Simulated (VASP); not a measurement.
W3N4:

```
W N
1.0
     4.12200    0.00000    0.00000
     0.00000    4.12200    0.00000
     0.00000    0.00000    4.12200
W N
3 4
Direct
  0.50000 0.50000 0.00000
  0.00000 0.50000 0.50000
  0.50000 0.00000 0.50000
  0.50000 0.50000 0.50000
  0.50000 0.00000 0.00000
  0.00000 0.50000 0.00000
  0.00000 0.00000 0.50000
```

| Property | Result |
| --- | --- |
| Program | VASP 6.6.1 |
| Task | relaxation of cell and atoms |
| Functional | r2SCAN |
| Potentials or basis | VASP PAW PBE potentials, release 64 (W_sv, N) |
| Cutoff | 600 eV |
| k mesh | 10 × 10 × 10 |
| Occupations | gaussian, width 0.1 eV |
| Spin | no spin polarisation |

At the start: pressure 24.8 GPa; volume 10.01 Å³/atom.

Q: How do energy, volume and symmetry change on relaxing?

A: Over 4 steps the energy falls by 44.6 meV/atom and the volume is 10.62 Å³/atom (+6.1 %); space group Pm-3m (No. 221, to 0.1 Å) before and after.

Step by step:
```tsv
step	energy change (eV)	largest force (eV/Å)	pressure (GPa)	volume (Å³)
1	0.0000	0.0000	24.83	70.04
2	1.5557	0.0000	-40.88	86.96
3	-0.3110	0.0000	-1.36	74.56
4	-0.3121	0.0000	-0.11	74.31
```

Final structure:
```xyz
7
Lattice="4.2042 0.0000 0.0000 0.0000 4.2042 0.0000 0.0000 0.0000 4.2042" Properties=species:S:1:pos:R:3 pbc="T T T"
W     2.1021    2.1021    0.0000
W     0.0000    2.1021    2.1021
W     2.1021    0.0000    2.1021
N     2.1021    2.1021    2.1021
N     2.1021    0.0000    0.0000
N     0.0000    2.1021    0.0000
N     0.0000    0.0000    2.1021
```

Caveat: the PAW data sets were made with another functional, which shifts forces and pressure a little.
